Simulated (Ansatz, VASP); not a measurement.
## Cl in VASP and in Ansatz

```
CELL_PARAMETERS angstrom
3.12389 -2.23490 0.00000
3.12389 2.23490 0.00000
0.00000 0.00000 8.15490
ATOMIC_POSITIONS crystal
Cl 0.37000 0.63000 0.40000
Cl 0.13000 0.87000 0.90000
Cl 0.63000 0.37000 0.60000
Cl 0.87000 0.13000 0.10000
```

Alike in both runs: task single point; functional r2SCAN; k mesh 7 × 7 × 4; occupations fermi-dirac, width 0.05 eV; no spin polarisation.

|  | VASP | Ansatz |
| --- | --- | --- |
| version | VASP 6.6.1 | Ansatz 0.2.0 |
| potentials or method | VASP PAW PBE potentials, release 64 (Cl) | Ansatz PAW |
| plane-wave cutoff (eV) | 520 | 500 |
| valence electrons in the cell | 28 | 28 |

VASP gave:

```
gap on the k mesh at the Fermi level (eV)                     : 2.97
least direct gap on the mesh (eV)                             : 3.03
pressure (GPa)                                                : -0.5
traceless stress, the component that is largest in VASP (GPa) : 0.69
rms of the force components (eV/Å)                            : 0.094
```

Q: Which values does Ansatz return?

A: gap on the k mesh at the Fermi level (eV): 2.94; least direct gap on the mesh (eV): 3.00; pressure (GPa): -0.1; traceless stress, the component that is largest in VASP (GPa): 0.34; rms of the force components (eV/Å): 0.054.

VASP's potentials were made for PBE, not for r2SCAN. Atom by atom the forces differ by 0.113 eV/Å (rms over components). One of these differences is far larger than is usual between the two programs; its cause wasn't traced. With one functional, cell and mesh, what is left measures potentials, basis and numerics.

Noted on Ansatz's run: odd divisions of the mesh miss points on the zone boundary, where band edges often lie, so the gap on the mesh can be too wide.
